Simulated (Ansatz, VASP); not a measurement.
**HgTe in VASP and in Ansatz**

The input INCAR:

```
SYSTEM = HgTe
PREC = Accurate
ENCUT = 600
EDIFF = 1E-6
ISMEAR = -1
SIGMA = 0.05
LREAL = .FALSE.
LASPH = .TRUE.
NELM = 150
ALGO = Normal
ISIF = 3
LWAVE = .FALSE.
LCHARG = .FALSE.
MAGMOM = 0 0 0 0 0 0
LORBIT = 11
LSORBIT = .TRUE.
GGA_COMPAT = .FALSE.
LORBMOM = .TRUE.
GGA = PE
IBRION = 2
NSW = 80
EDIFFG = -0.02
```

File KPOINTS:

```
regular mesh
0
G
  7 7 7
  0 0 0
```

The input POSCAR:

```
HgTe
1.0
   -3.0456030000      3.0456030000      1.5594100000
    3.0456030000     -3.0456030000      1.5594100000
    3.0456030000      3.0456030000     -1.5594100000
Hg Te
1 1
Direct
    0.7500000000      0.2500000000      0.5000000000
    0.0000000000      0.0000000000      0.0000000000
```

input.yaml

```yaml
crystal:
  lattice:
    - [-3.045603, 3.045603, 1.55941]
    - [3.045603, -3.045603, 1.55941]
    - [3.045603, 3.045603, -1.55941]
  atoms:
    - { symbol: Hg, position: [0.75, 0.25, 0.5] }
    - { symbol: Te, position: [0.0, 0.0, 0.0] }
kpoints:
  mp_grid: { grid: [7, 7, 7] }
scf:
  occupations: { method: fermi_dirac, width: 0.05 }
hamiltonian:
  xc: pbe
  pseudopotentials: { kind: all_electron, lapw: { basis_error: 0.001 } }
magnetization:
  noncollinear: true
  spin_orbit: true
output:
  forces: true
  stress: true
relax:
  f_tol: 0.02
  max_steps: 60
  cell: {}
```

Alike in both runs: task relaxation of cell and atoms; functional PBE; k mesh 7 × 7 × 7; occupations fermi-dirac, width 0.05 eV; non-collinear spin, spin-orbit coupling.

```csv
,VASP,Ansatz
version,VASP 6.6.1,Ansatz 0.2.0
potentials or method,"VASP PAW PBE potentials, release 64 (Hg, Te), cutoff 600 eV","all-electron LAPW, relativistic spinors"
```

|  | VASP | Ansatz | Ansatz less VASP |
| --- | --- | --- | --- |
| net moment per atom (μB) | 0.00 | 0.00 | 0.000 |
| relaxed volume (Å³/atom) | 28.95 | 28.77 | -0.173 |
| relaxed cell length with the largest relative difference (Å) | 4.625 | 4.614 | -0.0107 |

Ansatz ran all-electron here, and VASP with PAW potentials.

Noted on Ansatz's run: the k mesh is thin for a metal, which can move the energy by tens of meV per atom.
